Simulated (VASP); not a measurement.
MgB2:

```
CELL_PARAMETERS angstrom
3.45130 0.00000 0.00000
0.00000 3.45130 0.00000
0.00000 0.00000 4.96854
ATOMIC_POSITIONS crystal
Mg 0.00000 0.00000 0.00000
Mg 0.50000 0.50000 0.50000
B 0.00000 0.50000 0.20300
B 0.00000 0.50000 0.70300
B 0.50000 0.00000 0.29700
B 0.50000 0.00000 0.79700
```

```yaml
Program: VASP 6.6.1
Task: relaxation of cell and atoms
Functional: PBE
Potentials_or_basis: VASP PAW PBE potentials, release 64 (Mg, B)
Cutoff: 600 eV
k_mesh: 6 × 6 × 4
Occupations: gaussian, width 0.1 eV
Spin: no spin polarisation
```

At the start: pressure 36.4 GPa; volume 9.86 Å³/atom.

Question: How do energy, volume and symmetry change on relaxing?

Answer: Over 30 steps the energy falls by 1990.3 meV/atom and the volume is 12.10 Å³/atom (+22.7 %); space group P4_2/nmc (No. 137, to 0.05 Å).

Step by step:
| step | energy change (eV) | largest force (eV/Å) | pressure (GPa) | volume (Å³) |
| --- | --- | --- | --- | --- |
| 1 | 0.0000 | 3.5670 | 36.42 | 59.18 |
| 2 | -2.6852 | 0.4851 | -4.73 | 80.53 |
| 3 | -2.7015 | 0.6529 | -2.89 | 78.26 |
| 4 | -2.8037 | 0.4132 | -1.35 | 76.15 |
| 5 | -2.8488 | 0.0569 | 1.11 | 73.60 |
| 6 | -2.8489 | 0.0766 | 0.97 | 73.73 |
| 7 | -2.8625 | 0.0066 | 0.18 | 74.42 |
| 8 | -2.9002 | 0.2176 | -1.99 | 76.50 |
| 9 | -2.8866 | 0.5160 | -5.51 | 80.65 |
| 10 | -2.9093 | 0.3651 | -3.70 | 78.30 |
| 11 | -2.9098 | 0.3325 | -3.33 | 77.89 |
| 12 | -2.9111 | 0.3377 | -3.38 | 77.94 |
| 13 | -2.9148 | 0.3528 | -3.55 | 78.11 |
| 14 | -2.9218 | 0.3821 | -3.86 | 78.44 |
| 15 | -2.9353 | 0.4336 | -4.45 | 79.09 |
| 16 | -2.9637 | 0.5130 | -5.56 | 80.37 |
| 17 | -3.0301 | 0.6222 | -7.48 | 82.84 |
| 18 | -3.3464 | 0.5971 | -10.56 | 87.36 |
| 19 | -5.5254 | 0.2600 | -17.30 | 94.44 |
| 20 | -8.6816 | 0.0046 | 1.26 | 98.08 |
| 21 | -8.1822 | 0.0197 | -23.33 | 97.15 |
| 22 | -10.2616 | 0.0126 | -17.38 | 98.66 |
| 23 | -10.1153 | 0.0143 | -18.98 | 98.55 |
| 24 | -11.0740 | 0.0119 | 5.43 | 77.04 |
| 25 | -11.3923 | 0.0134 | -5.12 | 83.18 |
| 26 | -11.9001 | 0.0234 | -1.68 | 75.11 |
| 27 | -11.9411 | 0.0275 | 0.12 | 72.70 |
| 28 | -11.9416 | 0.0281 | 0.37 | 72.40 |
| 29 | -11.9418 | 0.0281 | -0.34 | 72.75 |
| 30 | -11.9420 | 0.0281 | -0.04 | 72.60 |

Final structure:
```yaml
crystal:
  lattice:
    - [4.81879, 0.00000, 0.00000]
    - [0.00000, 4.81879, 0.00000]
    - [0.00000, 0.00000, 3.12658]
  atoms:
    - { symbol: Mg, position: [0.00000, 0.00000, 0.00000] }
    - { symbol: Mg, position: [0.50000, 0.50000, 0.50000] }
    - { symbol: B, position: [0.00000, 0.50000, 0.35092] }
    - { symbol: B, position: [0.00000, 0.50000, 0.85092] }
    - { symbol: B, position: [0.50000, 0.00000, 0.14908] }
    - { symbol: B, position: [0.50000, 0.00000, 0.64908] }
```

Caveat: the volume moved by over 15 % at a fixed basis, so the end points are rough.
